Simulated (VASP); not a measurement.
**Fe3SnSb: single point with PBE**

Crystal: Fe3SnSb.

```
Sb Sn Fe
1.0
     4.21031    0.00000    0.00000
    -2.10515    3.64623    0.00000
     0.00000    0.00000    5.39965
Sb Sn Fe
1 1 3
Direct
  0.33333 0.66667 0.82047
  0.00000 0.00000 0.17868
  0.66667 0.33333 0.49756
  0.33333 0.66667 0.34187
  0.00000 0.00000 0.66141
```

```
Program             : VASP 6.6.1
Task                : single point
Functional          : PBE
Potentials or basis : VASP PAW PBE potentials, release 64 (Sb, Sn_d, Fe)
Cutoff              : 520 eV
k mesh              : 7 × 7 × 5
Occupations         : fermi-dirac, width 0.05 eV
Spin                : collinear spin, ferromagnetic start
Starting moments    : [0.0, 0.0, 3.0, 3.0, 3.0] μB
```

| Quantity | Value |
| --- | --- |
| Pressure | 0.6 GPa |
| Largest force | 0.017 eV/Å |
| Net moment | 5.84 μB per cell |
| Site moments | Sb -0.04; Sn -0.09; Fe +2.67, +1.78, +1.56 μB |
| Valence electrons inside the program's atomic spheres | Sb 2.47; Sn 12.44; Fe 6.98, 7.26, 7.28 |

Forces on the atoms (eV/Å):
```
Sb   0.000  0.000  0.009
Sn   0.000  0.000 -0.017
Fe   0.000  0.000  0.005
Fe   0.000  0.000 -0.003
Fe   0.000  0.000  0.005
```

Stress tensor (GPa, compression positive):
```
0.37 0.00 0.00
0.00 0.37 0.00
0.00 0.00 1.03
```

Levels at points of the mesh, in eV from the Fermi level:
Spin up:
| k point | band 21 | band 22 | band 23 | band 24 | band 25 | band 26 | band 27 | band 28 | band 29 | band 30 |
| --- | --- | --- | --- | --- | --- | --- | --- | --- | --- | --- |
| (0.00, 0.00, 0.00) | -1.45 | -1.42 | -1.07 | 1.43 | 1.43 | 1.44 | 3.42 | 3.42 | 4.34 | 5.12 |
Spin down:
```csv
k point,band 15,band 16,band 17,band 18,band 19,band 20,band 21,band 22,band 23,band 24
"(0.00, 0.00, 0.00)",-0.62,-0.62,-0.43,-0.18,0.33,0.33,0.73,1.23,1.23,1.75
```

It took 9.5 min on 1 thread of Oxide Virtual Turin-like Processor, with other jobs on the host, peak memory 0.29 GiB.

Caveat: spin-orbit coupling is left out, which moves the levels of the heavy elements; only a ferromagnetic start was run, and an antiferromagnetic order may lie lower in energy.
